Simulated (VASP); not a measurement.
Crystal: Ca.

```
CELL_PARAMETERS angstrom
0.00000 2.40613 2.40613
2.40613 0.00000 2.40613
2.40613 2.40613 0.00000
ATOMIC_POSITIONS crystal
Ca 0.00000 0.00000 0.00000
```

```yaml
Program: VASP 6.6.1
Task: relaxation of cell and atoms
Functional: PBE
Potentials_or_basis: VASP PAW PBE potentials, release 64 (Ca_sv)
Cutoff: 600 eV
k_mesh: 6 × 6 × 6
Occupations: fermi-dirac, width 0.1 eV
Spin: no spin polarisation
```

At the start: pressure 13.8 GPa; volume 27.86 Å³/atom.

**Question.** Where does the relaxation end?

**Answer.** Over 21 steps the energy falls by 466.2 meV/atom and the volume is 42.21 Å³/atom (+51.5 %); space group Fm-3m (No. 225, to 0.05 Å).

Step by step:
```tsv
step	energy change (eV)	largest force (eV/Å)	pressure (GPa)	volume (Å³)
1	0.0000	0.0000	13.84	27.86
2	-0.4486	0.0000	1.72	38.73
3	-0.4601	0.0000	-0.82	44.48
4	-0.4661	0.0000	-0.07	42.38
5	-0.4661	0.0000	0.06	42.05
6	-0.4661	0.0000	0.07	42.05
7	-0.4661	0.0000	0.08	42.05
8	-0.4661	0.0000	0.07	42.05
9	-0.4661	0.0000	0.07	42.05
10	-0.4661	0.0000	0.07	42.05
11	-0.4661	0.0000	0.07	42.05
12	-0.4661	0.0000	0.07	42.05
13	-0.4661	0.0000	0.07	42.05
14	-0.4661	0.0000	0.07	42.05
15	-0.4661	0.0000	0.07	42.05
16	-0.4661	0.0000	0.08	42.06
17	-0.4662	0.0000	0.09	42.06
18	-0.4662	0.0000	0.05	42.07
19	-0.4662	0.0000	0.06	42.09
20	-0.4662	0.0000	0.04	42.13
21	-0.4662	0.0000	0.00	42.21
```

Final structure:
```
CELL_PARAMETERS angstrom
0.00000 2.76356 2.76356
2.76356 0.00000 2.76356
2.76356 2.76356 0.00000
ATOMIC_POSITIONS crystal
Ca 0.00000 0.00000 0.00000
```

Caveat: the k points lie up to 0.33 Å⁻¹ apart in the final cell; the volume moved by over 15 % at a fixed basis, so the end points are rough.
